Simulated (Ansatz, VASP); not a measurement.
**One calculation of Al, two programs**

The input POSCAR:

```
Al
1.0
    2.7378842315      0.0000000000      0.0000000000
   -1.3689421157      2.3710772971      0.0000000000
    0.0000000000      0.0000000000      4.4546265899
Al
2
Direct
    0.6666666667      0.3333333333      0.7500000000
    0.3333333333      0.6666666667      0.2500000000
```

INCAR.step1

```
ALGO = Normal
EDIFF = 1E-4
ENCUT = 520
GGA = PE
ISMEAR = 0
LASPH = True
LCHARG = False
LREAL = False
LWAVE = True
NBANDS = 10
NELM = 60
PREC = Accurate
SIGMA = 0.15
```

File INCAR.step2:

```
ALGO = Normal
EDIFF = 1E-7
ENCUT = 520
ISIF = 2
ISMEAR = 0
ISTART = 1
LASPH = True
LCHARG = False
LMIXTAU = True
LREAL = False
LWAVE = False
METAGGA = R2SCAN
NBANDS = 10
NELM = 60
PREC = Accurate
SIGMA = 0.15
```

Contents of KPOINTS:

```
k-points
0
Gamma
  24 24 14
```

Input for Ansatz:

```yaml
crystal:
  lattice:
    - [2.7378842315, 0.0, 0.0]
    - [-1.3689421157, 2.3710772971, 0.0]
    - [0.0, 0.0, 4.4546265899]
  atoms:
    - { symbol: Al, position: [0.6666666667, 0.3333333333, 0.75] }
    - { symbol: Al, position: [0.3333333333, 0.6666666667, 0.25] }
basis:
  ecutwfc: 500
kpoints:
  mp_grid: { grid: [24, 24, 14] }
hamiltonian:
  xc: r2scan
scf:
  occupations: { method: gaussian, width: 0.15 }
output:
  forces: true
  stress: true
  eigenvalues: true
```

Change from the starting cell: strain -0.025 along x and y, -0.050 along z, atoms carried along.

Alike in both runs: task single point; functional r2SCAN; k mesh 24 × 24 × 14; occupations gaussian, width 0.15 eV; no spin polarisation.

|  | VASP | Ansatz |
| --- | --- | --- |
| version | VASP 6.6.1 | Ansatz 0.2.0 |
| potentials or method | VASP PAW PBE potentials, release 64 (Al), cutoff 520 eV | scalar-relativistic, plane waves, PAW |
| valence electrons in the cell | 6 | 6 |

Ansatz gave:

- gap on the k mesh at the Fermi level (eV): none
- pressure (GPa): 11.2
- traceless stress, the component that is largest in VASP (GPa): 0.99

Q: Estimate VASP's values.

A: gap on the k mesh at the Fermi level (eV): none; pressure (GPa): 10.8; traceless stress, the component that is largest in VASP (GPa): 0.99.

VASP's potentials were made for PBE, not for r2SCAN. A gap of «none» marks a metal or a gap that the smearing closes. With one functional, cell and mesh, what is left measures potentials, basis and numerics.
